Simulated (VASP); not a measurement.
Wanted: the native input for a VASP 6.6.1 run.

```yaml
Task: single point
Functional: PBE
Potentials_or_basis: VASP PAW PBE potentials, release 64 (B, P)
Cutoff: 520 eV
k_mesh: 10 × 10 × 10
Occupations: gaussian, width 0.05 eV
Spin: no spin polarisation
Dipole_correction: no
Further_INCAR_settings: ALGO = Normal; EDIFF = 1e-06; NBANDS = 11
```

The structure of BP lies in POSCAR:

```
BP
1.0
    0.0000000000      2.0874800000      2.2690000000
    2.0874800000      0.0000000000      2.2690000000
    2.0874800000      2.0874800000      0.0000000000
B P
1 1
Direct
    0.0000000000      0.0000000000      0.0000000000
    0.7500000000      0.7500000000      0.7500000000
```

This cell differs from its parent crystal: strain -0.080 along x and y, +0.000 along z.

One way to write it, as run:

INCAR

```
PREC = Accurate ; ENCUT = 520
EDIFF = 1E-6 ; ISMEAR = 0
SIGMA = 0.05 ; LREAL = F
LASPH = T ; NELM = 100
ALGO = Normal ; ISIF = 2
LWAVE = F ; LCHARG = F
GGA = PE ; NBANDS = 11
```

KPOINTS

```
regular mesh
0
Gamma
  10 10 10
```

Potentials or basis: VASP PAW PBE potentials, release 64 (B, P).

Run with:

```sh
$ cat potpaw_PBE.64/B/POTCAR potpaw_PBE.64/P/POTCAR > POTCAR
$ mpirun -np 1 vasp_std > vasp.out
```

It gave:

| Item | Value |
| --- | --- |
| Pressure | 38.2 GPa |
| Band gap on the k mesh | 0.33 eV, indirect (least direct gap 3.29 eV) |

Caveat: the cell differs from its parent crystal (strain -0.080 along x and y, +0.000 along z).

It took 28 s on 1 thread of AMD EPYC 7R13 (shared host), peak memory 0.12 GiB.
